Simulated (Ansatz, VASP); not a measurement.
# One calculation of Ru, two programs

```
CELL_PARAMETERS angstrom
2.75352 0.00000 0.00000
-1.37676 2.38462 0.00000
0.00000 0.00000 8.82961
ATOMIC_POSITIONS crystal
Ru 0.00000 0.00000 0.00000
Ru 0.00000 0.00000 0.50000
Ru 0.33333 0.66667 0.25000
Ru 0.66667 0.33333 0.75000
```

Alike in both runs: functional BLYP; k mesh 13 × 13 × 4; occupations fermi-dirac, width 0.1 eV; no spin polarisation.

Ansatz relaxed the structure, and its values are those at the end. VASP's run is a single point on that final structure, the one shown.

```csv
,VASP,Ansatz
version,VASP 6.6.1,Ansatz 0.2.0
potentials or method,"VASP PAW PBE potentials, release 64 (Ru_pv), cutoff 520 eV","plane waves (420 eV) with PAW, scalar-relativistic"
valence electrons in the cell,56,64
```

Ansatz gave:

| Quantity | Value |
| --- | --- |
| pressure (GPa) | 0.0 |

**Question.** Which values does VASP return?

**Answer.** Pressure (GPa): 0.6.

VASP's potentials were made for PBE, not for BLYP. VASP's potentials hold 56 valence electrons a cell and Ansatz's 64, so a difference there can come from the potentials and not from the codes.
